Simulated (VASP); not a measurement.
# Mo6F in VASP: further runs

The runs below take Mo6F through single point, with PBE.

All numbers are computed with VASP 6.6.1; they aren't measurements. Logs are shortened: lines on timing, memory, paths and dates and some standing lists are left out, and cuts for length are marked.

### Step 1. The cell of the first run

The cell holds a slab with vacuum, 7 atoms: a = 4.470 Å, b = 4.470 Å, c = 19.760 Å, α = 90.00°, β = 90.00°, γ = 120.00°.

### Step 2. Single point, PBE

File INCAR:

```
SYSTEM = Mo6F
ALGO = Normal
DIPOL = 0.5 0.5 0.336
EDIFF = 1E-7
ENCUT = 520
GGA = PE
IDIPOL = 3
ISIF = 2
ISMEAR = 0
LASPH = .True.
LCHARG = .False.
LDIPOL = .True.
LREAL = .False.
LWAVE = .False.
NBANDS = 54
NELM = 60
PREC = Accurate
SIGMA = 0.1
```

File KPOINTS:

```
k-points
0
Gamma
  6 6 1
  0 0 0
```

File POSCAR:

```
Mo6F
1.0
    4.4695765307      0.0000000000      0.0000000000
   -2.2347882654      3.8707668198      0.0000000000
    0.0000000000      0.0000000000     19.7595667302
Mo F
6 1
Direct
    0.6666666667      0.3333333333      0.2024335885
    0.3333333333      0.6666666667      0.2486060831
    0.0000000000      0.0000000000      0.2947785778
    0.6666666667      0.3333333333      0.3368821123
    0.3333333333      0.6666666667      0.3779725567
    0.0000000000      0.0000000000      0.4180034331
    0.0000000000      0.4444444444      0.4753762678
```

Potentials or basis: VASP PAW PBE potentials, release 64 (Mo_sv, F).

Command:

```
> cat potpaw_PBE.64/Mo_sv/POTCAR potpaw_PBE.64/F/POTCAR > POTCAR
> mpirun -np 1 vasp_std > vasp.out
```

OUTCAR:

```text
SYSTEM = Mo6F
   EDIFF = 1E-7
   ENCUT = 520
   GGA = PE
   ISIF = 2
   ISMEAR = 0
   LASPH = .True.
   LREAL = .False.
   NELM = 60
   PREC = Accurate

 ion  position               nearest neighbor table
   1  0.667  0.333  0.202-   4 2.66   2 2.74   2 2.74   2 2.74   3 3.16   3 3.16   3 3.16
   2  0.333  0.667  0.249-   5 2.56   1 2.74   1 2.74   3 2.74   1 2.74   3 2.74   3 2.74   4 3.11
                             4 3.11   4 3.11
   3  0.000  0.000  0.295-   6 2.43   4 2.71   4 2.71   4 2.71   2 2.74   2 2.74   2 2.74   5 3.06
                             5 3.06   5 3.06   1 3.16   1 3.16   1 3.16
   4  0.667  0.333  0.337-   1 2.66   5 2.71   5 2.71   5 2.71   3 2.71   3 2.71   3 2.71   6 3.04
                             6 3.04   6 3.04   2 3.11   2 3.11   2 3.11
   5  0.333  0.667  0.378-   7 2.33   2 2.56   6 2.70   6 2.70   6 2.70   4 2.71   4 2.71   4 2.71
                             3 3.06   3 3.06   3 3.06
   6  0.000  0.000  0.418-   7 2.29   3 2.43   5 2.70   5 2.70   5 2.70   4 3.04   4 3.04   4 3.04

   7  0.000  0.444  0.475-   6 2.29   5 2.33

  LATTYP: Found a hexagonal cell.
 ALAT       =     4.4695765307
 C/A-ratio  =     4.4209035452

  Lattice vectors:

 A1 = (   4.4695765307,   0.0000000000,   0.0000000000)
 A2 = (  -2.2347882654,   3.8707668198,   0.0000000000)
 A3 = (   0.0000000000,   0.0000000000,  19.7595667302)

Analysis of symmetry for initial positions (statically):
=====================================================================
 Subroutine PRICEL returns:
 Original cell was already a primitive cell.

 Routine SETGRP: Setting up the symmetry group for a
 hexagonal supercell.

 Subroutine GETGRP returns: Found  1 space group operations
 (whereof  1 operations were pure point group operations)
 out of a pool of 24 trial point group operations.

The static configuration has the point symmetry C_1 .

Analysis of symmetry for dynamics (positions and initial velocities):
=====================================================================
 Subroutine PRICEL returns:
 Original cell was already a primitive cell.

 Routine SETGRP: Setting up the symmetry group for a
 hexagonal supercell.

 Subroutine GETGRP returns: Found  1 space group operations
 (whereof  1 operations were pure point group operations)
 out of a pool of 24 trial point group operations.

The dynamic configuration has the point symmetry C_1 .

 Subroutine INISYM returns: Found  1 space group operations
 (whereof  1 operations are pure point group operations),
 and found     1 'primitive' translations

----------------------------------------------------------------------------------------

                                     Primitive cell

  volume of cell :     341.8541

  direct lattice vectors                    reciprocal lattice vectors
     4.469576531  0.000000000  0.000000000     0.223734842  0.129173371  0.000000000
    -2.234788265  3.870766820  0.000000000     0.000000000  0.258346743  0.000000000
     0.000000000  0.000000000 19.759566730     0.000000000  0.000000000  0.050608397

  length of vectors
     4.469576531  4.469576531 19.759566730     0.258346743  0.258346743  0.050608397

  position of ions in fractional coordinates (direct lattice)
     0.666666667  0.333333333  0.202433588
     0.333333333  0.666666667  0.248606083
     0.000000000  0.000000000  0.294778578
     0.666666667  0.333333333  0.336882112
     0.333333333  0.666666667  0.377972557
     0.000000000  0.000000000  0.418003433
     1.000000000  0.444444444  0.475376268

  ion indices of the primitive-cell ions
   primitive index   ion index
                 1           1
                 2           2
                 3           3
                 4           4
                 5           5
                 6           6
                 7           7

----------------------------------------------------------------------------------------

 KPOINTS: k-points

Automatic generation of k-mesh.
 Grid dimensions read from file:
 generate k-points for:    6    6    1

 Generating k-lattice:

  Cartesian coordinates                     Fractional coordinates (reciprocal lattice)
     0.037289140  0.021528895  0.000000000     0.166666667  0.000000000  0.000000000
     0.000000000  0.043057790  0.000000000     0.000000000  0.166666667  0.000000000
     0.000000000  0.000000000  0.050608397     0.000000000  0.000000000  1.000000000

  Length of vectors
     0.043057790  0.043057790  0.050608397

  Shift w.r.t. Gamma in fractional coordinates (k-lattice)
     0.000000000  0.000000000  0.000000000

 Subroutine IBZKPT returns following result:
 ===========================================

 Found     20 irreducible k-points:

 Following reciprocal coordinates:
            Coordinates               Weight
  0.000000  0.000000  0.000000      1.000000
  0.166667  0.000000  0.000000      2.000000
  0.000000  0.166667  0.000000      2.000000
 -0.166667  0.166667  0.000000      2.000000
  0.333333 -0.000000  0.000000      2.000000
  0.000000  0.333333  0.000000      2.000000
[... 12 lines left out ...]
  0.500000 -0.166667  0.000000      2.000000
  0.333333  0.333333  0.000000      2.000000
   k-points           NKPTS =     20   k-points in BZ     NKDIM =     20   number of bands    NBANDS=     54
   number of dos      NEDOS =    301   number of ions     NIONS =      7
   total plane-waves  NPLWV = 194400
   dimension x,y,z NGX =    36 NGY =   36 NGZ =  150
   dimension x,y,z NGXF=    72 NGYF=   72 NGZF=  300
   ions per type =               6   1
   NGX,Y,Z   is equivalent  to a cutoff of  13.39, 13.39, 12.62 a.u.
   NGXF,Y,Z  is equivalent  to a cutoff of  26.78, 26.78, 25.24 a.u.
 SYSTEM =  Mo6F
   PREC   = accura    normal or accurate (medium, high low for compatibility)
   ISTART =      0    job   : 0-new  1-cont  2-samecut
   ICHARG =      2    charge: 1-file 2-atom 10-const
   ISPIN  =      1    spin polarized calculation?
   LNONCOLLINEAR =      F non collinear calculations
   LSORBIT =      F    spin-orbit coupling
   LASPH  =      T    aspherical Exc in radial PAW
   ENCUT  =  520.0 eV  38.22 Ry    6.18 a.u.   8.31  8.31 36.74*2*pi/ulx,y,z
   NELM   =     60;   NELMIN=  2; NELMDL= -5     # of ELM steps
   EDIFF  = 0.1E-06   stopping-criterion for ELM
   LREAL  =      F    real-space projection
   EDIFFG = 0.1E-05   stopping-criterion for IOM
   NSW    =      0    number of steps for IOM
   IBRION =     -1    ionic relax: 0-MD 1-quasi-New 2-CG
   NFREE  =      0    steps in history (QN), initial steepest desc. (CG)
   ISIF   =      2    stress and relaxation
   ISYM   =      2    0-nonsym 1-usesym 2-fastsym
   POTIM  = 0.5000    time-step for ionic-motion
   TEBEG  =    0.0;   TEEND  =   0.0 temperature during run
   PSTRESS=    0.0 pullay stress
   NELECT =      91.0000    total number of electrons
   NUPDOWN=      -1.0000    fix difference up-down
   EMIN   =  10.00;   EMAX   =-10.00  energy-range for DOS
   EFERMI =   0.00;   METHOD = LEGACY
   ISMEAR =     0;   SIGMA  =   0.10  broadening in eV -4-tet -1-fermi 0-gaus
   EFERMI_NEDOS =   21; number of points for ismear=-14 and -15
   IALGO  =     38    algorithm
   IMIX   =      4    mixing-type and parameters
     AMIX     =   0.40;   BMIX     =  1.00
     AMIX_MAG =   1.60;   BMIX_MAG =  1.00
  volume/ion in A,a.u.               =      48.84       329.56
  Fermi-wavevector in a.u.,A,eV,Ry     =   1.053113  1.990095 15.089504  1.109047
  Thomas-Fermi vector in A             =   2.188222
   LORBIT       =      0    0 simple, 1 ext, 2 COOP (PROOUT), +10 PAW based schemes
   GGA     = PE    functional components
   LHFCALC =     F    Hartree Fock is set to
   AEXX    =    0.0000 exact exchange contribution
   IVDW    =     0    specifies the selected vdW correction
   LEPSILON=     F    determine dielectric tensor
   LRPA    =     F    only Hartree local field effects (RPA)
 non-spin polarized calculation
 Gauss-broadening in eV      SIGMA  =   0.10
  energy-cutoff  :      520.00
  volume of cell :      341.85
 maximum number of plane-waves:      9223
 NGX is ok and might be reduce to    36
   NGX = 17   NGY = 17   NGZ = 73

 dipolmoment           0.000000      0.000000     -0.469131 electrons x Angstroem

 number of electron      91.0000014 magnetization

 dipolmoment           0.000000      0.000000      0.111614 electrons x Angstroem

 Free energy of the ion-electron system (eV)
  ---------------------------------------------------
  ext. energy  EPLUGINS =         0.00000000
  ---------------------------------------------------
  free energy    TOTEN  =       -64.21120929 eV

  energy without entropy =      -64.16845663  energy(sigma->0) =      -64.18983296

 E-fermi :   0.6444     XC(G=0):  -4.9657

 val. band max:        0.6265601596   @ k =   0.1667   0.3333   0.0000
 cond. band min:       0.6472332899   @ k =  -0.1667   0.5000   0.0000
 fundamental gap:      0.0206731303
 Fermi energy:         0.6443684223

 k-point     1 :       0.0000    0.0000    0.0000
  band No.  band energies     occupation
      1     -60.5504      2.00000
      2     -60.3249      2.00000
      3     -60.2633      2.00000
      4     -60.2239      2.00000
      5     -60.1268      2.00000
      6     -60.0258      2.00000
[... 46 lines left out ...]
     53       2.5259      0.00000
     54       2.6988      0.00000

 k-point     2 :       0.1667    0.0000    0.0000
  band No.  band energies     occupation
      1     -60.5293      2.00000
      2     -60.3258      2.00000
      3     -60.2686      2.00000
      4     -60.2230      2.00000
      5     -60.1332      2.00000
      6     -60.0363      2.00000
[... 46 lines left out ...]
     53       2.6019      0.00000
     54       2.7070      0.00000
[... 967 lines left out ...]
     53       2.2281      0.00000
     54       2.3720      0.00000

 k-point    20 :       0.3333    0.3333    0.0000
  band No.  band energies     occupation
      1     -60.3913      2.00000
      2     -60.3829      2.00000
      3     -60.3108      2.00000
      4     -60.1860      2.00000
      5     -60.1682      2.00000
      6     -60.0808      2.00000
[... 46 lines left out ...]
     53       2.1228      0.00000
     54       2.2985      0.00000

------------------------ aborting loop because EDIFF is reached ----------------------------------------

 vacuum level on the upper side and lower side of the slab       (xc-potential included)         0.503        -0.677

  FORCE on cell =-STRESS in cart. coord.  units (eV):
  Direction    XX          YY          ZZ          XY          YZ          ZX
  --------------------------------------------------------------------------------------
  -------------------------------------------------------------------------------------
  Total       -5.8538233     -5.6972738     -1.3976749      0.2001785      0.5642698      1.4561488
  in kB      -27.4352793    -26.7015741     -6.5505226      0.9381824      2.6445795      6.8245738
  external PRESSURE =     -20.2291253 kB  Pullay stress =       0.0000000 kB

 VOLUME and BASIS-vectors are now :
 -----------------------------------------------------------------------------
  energy-cutoff  :      520.00
  volume of cell :      341.85
      direct lattice vectors                 reciprocal lattice vectors
     4.469576531  0.000000000  0.000000000     0.223734842  0.129173371  0.000000000
    -2.234788265  3.870766820  0.000000000     0.000000000  0.258346743  0.000000000
     0.000000000  0.000000000 19.759566730     0.000000000  0.000000000  0.050608397

 POSITION                                       TOTAL-FORCE (eV/Angst)
 -----------------------------------------------------------------------------------
      2.23479      1.29026      4.00000        -0.043514     -0.020130      1.679502
     -0.00000      2.58051      4.91235         0.029227      0.029983     -0.565554
      0.00000      0.00000      5.82470        -0.049861     -0.009455     -1.197290
      2.23479      1.29026      6.65664        -0.099548     -0.176168     -0.916493
     -0.00000      2.58051      7.46857        -0.253882     -0.302264      0.612393
      0.00000      0.00000      8.25957        -0.365240      0.447306      0.355769
     -0.99324      1.72034      9.39323         0.782818      0.030727      0.031673
 -----------------------------------------------------------------------------------
    total drift:                               -0.000012      0.000014     -0.000466

  FREE ENERGIE OF THE ION-ELECTRON SYSTEM (eV)
  ---------------------------------------------------
  free  energy   TOTEN  =       -64.2112092919 eV

  energy  without entropy=      -64.1684566345  energy(sigma->0) =      -64.18983296

 vacuum level on the upper side and lower side of the slab         5.325         4.124
```

It took 17 min on 1 thread of Intel Xeon Platinum 8259CL at 2.50GHz (Skylake/Cascade Lake), shared host; peak memory 0.61 GiB.

What came out:

| Property | Result |
| --- | --- |
| Free energy | -64.2112 eV |
| Largest force | 1.680 eV/Å |
| Band gap on the k mesh | zero (an odd number of electrons rules out a gap without spin polarisation) |

Forces on the atoms (eV/Å):
```
Mo  -0.044 -0.020  1.680
Mo   0.029  0.030 -0.566
Mo  -0.050 -0.009 -1.197
Mo  -0.100 -0.176 -0.916
Mo  -0.254 -0.302  0.612
Mo  -0.365  0.447  0.356
F    0.783  0.031  0.032
```

Levels at points of the mesh, in eV from the Fermi level:
| k point | band 41 | band 42 | band 43 | band 44 | band 45 | band 46 | band 47 | band 48 | band 49 | band 50 |
| --- | --- | --- | --- | --- | --- | --- | --- | --- | --- | --- |
| (0.00, 0.00, 0.00) | -1.47 | -1.32 | -1.21 | -1.21 | -0.94 | -0.47 | 0.47 | 1.16 | 1.18 | 1.25 |
| (0.50, 0.00, 0.00) | -1.45 | -1.33 | -0.97 | -0.27 | -0.04 | 0.06 | 0.15 | 0.31 | 0.95 | 1.27 |
| (0.00, 0.50, 0.00) | -1.89 | -1.37 | -1.25 | -0.56 | -0.13 | 0.02 | 0.21 | 0.58 | 1.16 | 1.29 |
| (0.50, 0.50, 0.00) | -1.82 | -1.32 | -1.17 | -0.49 | -0.14 | 0.02 | 0.28 | 0.55 | 1.02 | 1.27 |

Caveat: an odd number of electrons without spin polarisation forces a metal; a magnetic or distorted state may lie lower.

[end of part 1 of 2]

The gap in the log of VASP goes by the Fermi energy; the results here count the filled bands.